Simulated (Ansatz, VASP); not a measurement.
## AlNi in VASP and in Ansatz

```
CELL_PARAMETERS angstrom
2.88100 0.00000 0.00000
0.00000 2.88100 0.00000
0.00000 0.00000 2.88100
ATOMIC_POSITIONS crystal
Al 0.00000 0.00000 0.00000
Ni 0.50000 0.50000 0.50000
```

Alike in both runs: task single point; functional LDA; k mesh 12 × 12 × 12; occupations gaussian, width 0.05 eV; collinear spin.

|  | VASP | Ansatz |
| --- | --- | --- |
| version | VASP 6.6.1 | Ansatz 0.2.0 |
| potentials or method | VASP PAW LDA potentials, release 64 (Al, Ni), cutoff 600 eV | scalar-relativistic, plane waves, PAW |
| valence electrons in the cell | 13 | 21 |

|  | VASP | Ansatz | Ansatz less VASP |
| --- | --- | --- | --- |
| gap on the k mesh at the Fermi level (eV) | none | none | - |
| pressure (GPa) | -8.2 | -8.4 | -0.23 |
| net moment per atom (μB) | 0.00 | 0.00 | 0.000 |

LDA's correlation is that of Perdew and Zunger in VASP and of Perdew and Wang (1992) in Ansatz. A gap of «none» marks a metal or a gap that the smearing closes. VASP's potentials hold 13 valence electrons a cell and Ansatz's 21, so a difference there can come from the potentials and not from the codes. Ansatz's warnings: seeded moment not kept.
